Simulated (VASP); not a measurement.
Runs of VASP 6.6.1 on Mg5O. The structure is that of space group P-3m1 (No. 164), or close to it. The cells are those of the table. 

| task | cell | k mesh | cutoff (eV) | smearing | gap on the mesh (eV) | pressure (GPa) | relaxed volume (Å³/atom) | largest force (eV/Å) |
| --- | --- | --- | --- | --- | --- | --- | --- | --- |
| relaxation of cell and atoms | relaxed from a = 3.100, b = 3.100, c = 11.500 Å, angles 90.0, 90.0, 120.0°, 6 atoms | 6 × 6 × 2 | 600 | gaussian 0.2 eV | none | 0.2 | 18.22 | 0.05 |
| single point | a = 3.137, b = 3.137, c = 12.822 Å, angles 90.0, 90.0, 120.0°, 6 atoms | 6 × 6 × 2 | 520 | gaussian 0.2 eV | none | 0.3 | - | 0.05 |
| relaxation of cell and atoms | relaxed from a = 3.137, b = 3.137, c = 12.822 Å, angles 90.0, 90.0, 120.0°, 6 atoms | 12 × 12 × 4 | 600 | gaussian 0.1 eV | none | 0.0 | (a) | 0.01 |
| single point | a = 3.149, b = 3.149, c = 12.807 Å, angles 90.0, 90.0, 120.0°, 6 atoms | 12 × 12 × 4 | 520 | gaussian 0.1 eV | none | -0.2 | - | 0.01 |
| single point | a = 3.137, b = 3.137, c = 12.822 Å, angles 90.0, 90.0, 120.0°, 6 atoms | 6 × 6 × 2 | 600 | gaussian 0.1 eV | none | 0.2 | - | 0.05 |

Alike in all rows: level PBE; potentials or basis VASP PAW PBE potentials, release 64 (Mg, O); no spin polarisation.

Task: Estimate the missing entries.

Result: (a) 18.23.

Caveats: some runs use coarse meshes; the relaxation stopped at a loose force limit of 0.08 eV/Å, so its end isn't a converged minimum (some runs).

A gap of «none» marks levels without a gap at the run's occupations.
